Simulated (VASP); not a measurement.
# SnSe2 (P-3m1) in VASP: notebook

The runs below take SnSe2 through single point, relaxation of cell and atoms, with r2SCAN, PBE+D4.

Program: VASP 6.6.1. These are calculated values, not measurements. Logs are shortened: lines on timing, memory, paths and dates and some standing lists are left out, and cuts for length are marked.

## Step 1: The cell of the first run

Symmetry: P-3m1, No. 164, trigonal system. Conventional cell: a = 3.825 Å, b = 3.825 Å, c = 6.227 Å, α = 90.00°, β = 90.00°, γ = 120.00°. Sn (site symmetry -3m) has 6 Se at 2.71 Å within 3.6 Å. Within 3.6 Å of Se (site symmetry 3m) lie 3 Sn at 2.71 Å.

## Step 2: Single point, r2SCAN

POSCAR reads:

```
SnSe2
1.0
    3.8251636844      0.0000000000      0.0000000000
   -1.9125818422      3.3126889243      0.0000000000
    0.0000000000      0.0000000000      6.2270591582
Sn Se
1 2
Direct
    0.0000000000      0.0000000000      0.0000000000
    0.3333333333      0.6666666667      0.2530759000
    0.6666666667      0.3333333333      0.7469241000
```

INCAR.step1 reads:

```
ALGO = Normal
EDIFF = 1E-4
ENCUT = 520
GGA = PE
ISMEAR = 0
LASPH = T
LCHARG = F
LREAL = F
LWAVE = T
NBANDS = 20
NELM = 100
PREC = Accurate
SIGMA = 0.01
```

INCAR.step2 reads:

```
ALGO = Normal
EDIFF = 1E-6
ENCUT = 520
ISIF = 2
ISMEAR = 0
ISTART = 1
LASPH = T
LCHARG = T
LELF = T
LMIXTAU = T
LREAL = F
LVHAR = T
LWAVE = F
METAGGA = R2SCAN
NBANDS = 20
NELM = 100
PREC = Accurate
SIGMA = 0.01
```

KPOINTS reads:

```
k-points
0
Gamma
  12 12 4
```

Potentials or basis: VASP PAW PBE potentials, release 64 (Sn_d, Se).

The run is started by

```console
> cat potpaw_PBE.64/Sn_d/POTCAR potpaw_PBE.64/Se/POTCAR > POTCAR
> cp INCAR.step1 INCAR
> mpirun -np 1 vasp_std > vasp.out
> cp INCAR.step2 INCAR
> mpirun -np 1 vasp_std > vasp.out
```

OUTCAR:

```text
EDIFF = 1E-6
   ENCUT = 520
   ISIF = 2
   ISMEAR = 0
   ISTART = 1
   LASPH = T
   LREAL = F
   METAGGA = R2SCAN
   NELM = 100
   PREC = Accurate

 ion  position               nearest neighbor table
   1  0.000  0.000  0.000-   2 2.71   3 2.71   2 2.71   3 2.71   3 2.71   2 2.71
   2  0.333  0.667  0.253-   1 2.71   1 2.71   1 2.71
   3  0.667  0.333  0.747-   1 2.71   1 2.71   1 2.71

  LATTYP: Found a hexagonal cell.
 ALAT       =     3.8251636844
 C/A-ratio  =     1.6279196583

  Lattice vectors:

 A1 = (   3.8251636844,   0.0000000000,   0.0000000000)
 A2 = (  -1.9125818422,   3.3126889243,   0.0000000000)
 A3 = (   0.0000000000,   0.0000000000,   6.2270591582)

Analysis of symmetry for initial positions (statically):
=====================================================================
 Subroutine PRICEL returns:
 Original cell was already a primitive cell.

 Routine SETGRP: Setting up the symmetry group for a
 hexagonal supercell.

 Subroutine GETGRP returns: Found 12 space group operations
 (whereof 12 operations were pure point group operations)
 out of a pool of 24 trial point group operations.

The static configuration has the point symmetry D_3d.

Analysis of symmetry for dynamics (positions and initial velocities):
=====================================================================
 Subroutine PRICEL returns:
 Original cell was already a primitive cell.

 Routine SETGRP: Setting up the symmetry group for a
 hexagonal supercell.

 Subroutine GETGRP returns: Found 12 space group operations
 (whereof 12 operations were pure point group operations)
 out of a pool of 24 trial point group operations.

The dynamic configuration has the point symmetry D_3d.

 Subroutine INISYM returns: Found 12 space group operations
 (whereof 12 operations are pure point group operations),
 and found     1 'primitive' translations

----------------------------------------------------------------------------------------

                                     Primitive cell

  volume of cell :      78.9067

  direct lattice vectors                    reciprocal lattice vectors
     3.825163684  0.000000000  0.000000000     0.261426721  0.150934788  0.000000000
    -1.912581842  3.312688924  0.000000000     0.000000000  0.301869576  0.000000000
     0.000000000  0.000000000  6.227059158     0.000000000  0.000000000  0.160589449

  length of vectors
     3.825163684  3.825163684  6.227059158     0.301869576  0.301869576  0.160589449

  position of ions in fractional coordinates (direct lattice)
     0.000000000  0.000000000  0.000000000
     0.333333333  0.666666667  0.253075900
     0.666666667  0.333333333  0.746924100

  ion indices of the primitive-cell ions
   primitive index   ion index
                 1           1
                 2           2
                 3           3

----------------------------------------------------------------------------------------

 KPOINTS: k-points

Automatic generation of k-mesh.
 Grid dimensions read from file:
 generate k-points for:   12   12    4

 Generating k-lattice:

  Cartesian coordinates                     Fractional coordinates (reciprocal lattice)
     0.021785560  0.012577899  0.000000000     0.083333333  0.000000000  0.000000000
     0.000000000  0.025155798  0.000000000     0.000000000  0.083333333  0.000000000
     0.000000000  0.000000000  0.040147362     0.000000000  0.000000000  0.250000000

  Length of vectors
     0.025155798  0.025155798  0.040147362

  Shift w.r.t. Gamma in fractional coordinates (k-lattice)
     0.000000000  0.000000000  0.000000000

 Subroutine IBZKPT returns following result:
 ===========================================

 Found     69 irreducible k-points:

 Following reciprocal coordinates:
            Coordinates               Weight
  0.000000  0.000000  0.000000      1.000000
  0.083333  0.000000  0.000000      6.000000
  0.166667  0.000000  0.000000      6.000000
  0.250000 -0.000000  0.000000      6.000000
  0.333333  0.000000  0.000000      6.000000
  0.416667  0.000000  0.000000      6.000000
[... 16 lines left out ...]
  0.166667  0.000000  0.250000      6.000000
  0.000000  0.166667  0.250000      6.000000
 [... further k-points ...]
   k-points           NKPTS =     69   k-points in BZ     NKDIM =     69   number of bands    NBANDS=     20
   number of dos      NEDOS =    301   number of ions     NIONS =      3
   total plane-waves  NPLWV =  37632
   dimension x,y,z NGX =    28 NGY =   28 NGZ =   48
   dimension x,y,z NGXF=    56 NGYF=   56 NGZF=   96
   ions per type =               1   2
   NGX,Y,Z   is equivalent  to a cutoff of  12.17, 12.17, 12.81 a.u.
   NGXF,Y,Z  is equivalent  to a cutoff of  24.34, 24.34, 25.63 a.u.
 SYSTEM =  unknown system
   PREC   = accura    normal or accurate (medium, high low for compatibility)
   ISTART =      1    job   : 0-new  1-cont  2-samecut
   ICHARG =      0    charge: 1-file 2-atom 10-const
   ISPIN  =      1    spin polarized calculation?
   LNONCOLLINEAR =      F non collinear calculations
   LSORBIT =      F    spin-orbit coupling
   LASPH  =      T    aspherical Exc in radial PAW
   ENCUT  =  520.0 eV  38.22 Ry    6.18 a.u.   7.11  7.11 11.58*2*pi/ulx,y,z
   NELM   =    100;   NELMIN=  2; NELMDL=  0     # of ELM steps
   EDIFF  = 0.1E-05   stopping-criterion for ELM
   LREAL  =      F    real-space projection
   EDIFFG = 0.1E-04   stopping-criterion for IOM
   NSW    =      0    number of steps for IOM
   IBRION =     -1    ionic relax: 0-MD 1-quasi-New 2-CG
   NFREE  =      0    steps in history (QN), initial steepest desc. (CG)
   ISIF   =      2    stress and relaxation
   ISYM   =      2    0-nonsym 1-usesym 2-fastsym
   POTIM  = 0.5000    time-step for ionic-motion
   TEBEG  =    0.0;   TEEND  =   0.0 temperature during run
   PSTRESS=    0.0 pullay stress
   NELECT =      26.0000    total number of electrons
   NUPDOWN=      -1.0000    fix difference up-down
   EMIN   =  10.00;   EMAX   =-10.00  energy-range for DOS
   EFERMI =   0.00;   METHOD = LEGACY
   ISMEAR =     0;   SIGMA  =   0.01  broadening in eV -4-tet -1-fermi 0-gaus
   EFERMI_NEDOS =   21; number of points for ismear=-14 and -15
   IALGO  =     38    algorithm
   IMIX   =      4    mixing-type and parameters
     AMIX     =   0.40;   BMIX     =  1.00
     AMIX_MAG =   1.60;   BMIX_MAG =  1.00
  volume/ion in A,a.u.               =      26.30       177.50
  Fermi-wavevector in a.u.,A,eV,Ry     =   1.130736  2.136782 17.395932  1.278565
  Thomas-Fermi vector in A             =   2.267434
   LORBIT       =      0    0 simple, 1 ext, 2 COOP (PROOUT), +10 PAW based schemes
   METAGGA = R2SCAN    functional components
   LHFCALC =     F    Hartree Fock is set to
   AEXX    =    0.0000 exact exchange contribution
   IVDW    =     0    specifies the selected vdW correction
   LEPSILON=     F    determine dielectric tensor
   LRPA    =     F    only Hartree local field effects (RPA)
 non-spin polarized calculation
 Gauss-broadening in eV      SIGMA  =   0.01
  energy-cutoff  :      520.00
  volume of cell :       78.91
 maximum number of plane-waves:      2148
   NGX = 15   NGY = 15   NGZ = 23

 number of electron      26.0000000 magnetization

 Free energy of the ion-electron system (eV)
  ---------------------------------------------------
  ext. energy  EPLUGINS =         0.00000000
  ---------------------------------------------------
  free energy    TOTEN  =       -54.62568771 eV

  energy without entropy =      -54.62568771  energy(sigma->0) =      -54.62568771

 E-fermi :   3.7129     XC(G=0):  -9.9200

 val. band max:        3.6407761721   @ k =   0.0833   0.0833   0.0000
 cond. band min:       4.6537094681   @ k =   0.5000  -0.0000   0.5000
 fundamental gap:      1.0129332961
 Fermi energy:         3.7129222335

 k-point     1 :       0.0000    0.0000    0.0000
  band No.  band energies     occupation
      1     -18.2370      2.00000
      2     -18.2370      2.00000
      3     -18.1808      2.00000
      4     -18.1730      2.00000
      5     -18.1729      2.00000
      6     -10.6283      2.00000
[... 12 lines left out ...]
     19      13.2154      0.00000
     20      13.2154      0.00000

 k-point     2 :       0.0833    0.0000    0.0000
  band No.  band energies     occupation
      1     -18.2405      2.00000
      2     -18.2347      2.00000
      3     -18.1789      2.00000
      4     -18.1744      2.00000
      5     -18.1725      2.00000
      6     -10.5581      2.00000
[... 12 lines left out ...]
     19      12.5845      0.00000
     20      13.3101      0.00000

 k-point     3 :       0.1667    0.0000    0.0000
  band No.  band energies     occupation
      1     -18.2507      2.00000
      2     -18.2289      2.00000
      3     -18.1796      2.00000
      4     -18.1721      2.00000
      5     -18.1704      2.00000
      6     -10.3521      2.00000
[... 12 lines left out ...]
     19      12.4871      0.00000
     20      13.5137      0.00000

 k-point     4 :       0.2500   -0.0000    0.0000
  band No.  band energies     occupation
      1     -18.2656      2.00000
      2     -18.2226      2.00000
      3     -18.1847      2.00000
      4     -18.1660      2.00000
      5     -18.1637      2.00000
      6     -10.0269      2.00000
[... 12 lines left out ...]
     19      12.5304      0.00000
     20      13.8738      0.00000

 k-point     5 :       0.3333    0.0000    0.0000
  band No.  band energies     occupation
      1     -18.2810      2.00000
      2     -18.2184      2.00000
      3     -18.1895      2.00000
      4     -18.1594      2.00000
      5     -18.1550      2.00000
      6      -9.6200      2.00000
[... 12 lines left out ...]
     19      13.2817      0.00000
     20      14.1016      0.00000
[... 353 lines left out ...]
      6     -10.4751      2.00000
[... 12 lines left out ...]
     19      12.4404      0.00000
     20      13.1851      0.00000

 k-point    22 :       0.0000    0.0833    0.2500
  band No.  band energies     occupation
      1     -18.2405      2.00000
      2     -18.2347      2.00000
      3     -18.1789      2.00000
      4     -18.1744      2.00000
      5     -18.1725      2.00000
      6     -10.4750      2.00000
[... 12 lines left out ...]
     19      12.3913      0.00000
     20      12.9119      0.00000

 k-point    23 :       0.1667    0.0000    0.2500
  band No.  band energies     occupation
      1     -18.2507      2.00000
      2     -18.2289      2.00000
      3     -18.1796      2.00000
      4     -18.1721      2.00000
      5     -18.1704      2.00000
      6     -10.2710      2.00000
[... 12 lines left out ...]
     19      12.5337      0.00000
     20      13.4660      0.00000

 k-point    24 :       0.0000    0.1667    0.2500
  band No.  band energies     occupation
      1     -18.2507      2.00000
      2     -18.2289      2.00000
      3     -18.1796      2.00000
      4     -18.1720      2.00000
      5     -18.1704      2.00000
      6     -10.2706      2.00000
[... 12 lines left out ...]
     19      12.2876      0.00000
     20      13.1789      0.00000

 [... further k-points ...]

------------------------ aborting loop because EDIFF is reached ----------------------------------------

  FORCE on cell =-STRESS in cart. coord.  units (eV):
  Direction    XX          YY          ZZ          XY          YZ          ZX
  --------------------------------------------------------------------------------------
  -------------------------------------------------------------------------------------
  Total        0.4889590      0.4889590      0.4682936     -0.0000000     -0.0000000      0.0000000
  in kB        9.9281744      9.9281744      9.5085683     -0.0000000     -0.0000000      0.0000000
  external PRESSURE =       9.7883057 kB  Pullay stress =       0.0000000 kB

 VOLUME and BASIS-vectors are now :
 -----------------------------------------------------------------------------
  energy-cutoff  :      520.00
  volume of cell :       78.91
      direct lattice vectors                 reciprocal lattice vectors
     3.825163684  0.000000000  0.000000000     0.261426721  0.150934788  0.000000000
    -1.912581842  3.312688924  0.000000000     0.000000000  0.301869576  0.000000000
     0.000000000  0.000000000  6.227059158     0.000000000  0.000000000  0.160589449

 POSITION                                       TOTAL-FORCE (eV/Angst)
 -----------------------------------------------------------------------------------
      0.00000      0.00000      0.00000         0.000000      0.000000      0.000000
     -0.00000      2.20846      1.57592        -0.000000      0.000000     -0.015541
      1.91258      1.10423      4.65114        -0.000000      0.000000      0.015541
 -----------------------------------------------------------------------------------
    total drift:                               -0.000000     -0.000000     -0.000000

  FREE ENERGIE OF THE ION-ELECTRON SYSTEM (eV)
  ---------------------------------------------------
  free  energy   TOTEN  =       -54.6256877111 eV

  energy  without entropy=      -54.6256877111  energy(sigma->0) =      -54.62568771
```

It took 2.6 min on 1 thread of Intel Xeon 6975P-C (Granite Rapids), shared host; peak memory 0.27 GiB.

What came out:

- Free energy: -54.6257 eV
- Pressure: 1.0 GPa
- Largest force: 0.016 eV/Å
- Band gap on the k mesh: 1.01 eV, indirect (least direct gap 1.49 eV)

Forces in eV/Å, atoms in the order of the input:
```
Sn   0.000  0.000  0.000
Se   0.000  0.000 -0.016
Se   0.000  0.000  0.016
```

Caveat: the PAW data sets were made with another functional, which shifts forces and pressure a little; spin-orbit coupling is left out, which moves the levels of the heavy elements. A k mesh can miss the band edges.

## Step 3: Relaxation of cell and atoms, PBE+D4

This run uses another cell than the first one, of 25.55 Å³/atom, 0.971 times its volume.

INCAR reads:

```
  PREC = Accurate
  ENCUT = 600
  EDIFF = 1E-6
  ISMEAR = -1
  SIGMA = 0.02
  LREAL = F
  LASPH = T
  NELM = 80
  ALGO = Normal
  ISIF = 3
  LWAVE = F
  LCHARG = F
  GGA = PE
  IVDW = 13
  IBRION = 2
  NSW = 80
  EDIFFG = -0.005
```

KPOINTS reads:

```
Automatic mesh
0
Gamma
  12 12 4
```

POSCAR reads:

```
SnSe2
1.0
    3.8392584681      0.0000000000      0.0000000000
   -1.9196292340      3.3248953650      0.0000000000
    0.0000000000      0.0000000000      6.0039870490
Sn Se
1 2
Direct
    0.0000000000      0.0000000000      0.0000000000
    0.3333333333      0.6666666667      0.2654708355
    0.6666666667      0.3333333333      0.7345291645
```

Potentials or basis: VASP PAW PBE potentials, release 64 (Sn_d, Se).

The run is started by

```console
> cat potpaw_PBE.64/Sn_d/POTCAR potpaw_PBE.64/Se/POTCAR > POTCAR
> mpirun -np 1 vasp_std > vasp.out
```

Wall time 59 s (1 thread of Intel Xeon 6975P-C (Granite Rapids), shared host); peak memory 0.29 GiB.

It converged, with:

* Free energy: -13.0052 eV
* Relaxed volume: 25.56 Å³/atom
* Relaxed cell: a = 3.840 Å, b = 3.840 Å, c = 6.006 Å, α = 90.00°, β = 90.00°, γ = 120.00°
* Space group after relaxing (to 0.05 Å): P-3m1 (No. 164)
* Energy gained by relaxing: 0.0 meV/atom
* Ionic steps: 4
* Pressure after relaxing: 0.0 GPa
* Largest force after relaxing: 0.005 eV/Å
* Band gap on the k mesh: 0.47 eV, indirect (least direct gap 0.81 eV)
* Dispersion energy per atom: -0.400 eV

Forces in eV/Å, atoms in the order of the input:
```
Sn   0.000  0.000  0.000
Se   0.000  0.000  0.005
Se   0.000  0.000 -0.005
```

Final structure:
```
Sn Se
1.0
     3.83955    0.00000    0.00000
    -1.91978    3.32515    0.00000
     0.00000    0.00000    6.00630
Sn Se
1 2
Direct
  0.00000 0.00000 0.00000
  0.33333 0.66667 0.26559
  0.66667 0.33333 0.73441
```

Levels at points of the mesh, in eV from the valence-band top:
```
           k point  band 9  band 10  band 11  band 12  band 13  band 14  band 15  band 16  band 17
(0.00, 0.00, 0.00)   -0.74    -0.74    -0.58    -0.58    -0.14     0.67     2.89     4.46     4.46
(0.50, 0.00, 0.00)   -4.38    -3.27    -2.69    -1.71    -0.40     1.09     3.47     4.86     4.97
(0.00, 0.00, 0.50)   -2.48    -0.91    -0.91    -0.32    -0.32     2.37     2.75     4.07     4.07
(0.50, 0.00, 0.50)   -5.05    -2.40    -2.08    -1.13    -1.02     0.58     3.87     4.50     5.71
```

Caveat: spin-orbit coupling is left out, which moves the levels of the heavy elements. A k mesh can miss the band edges.
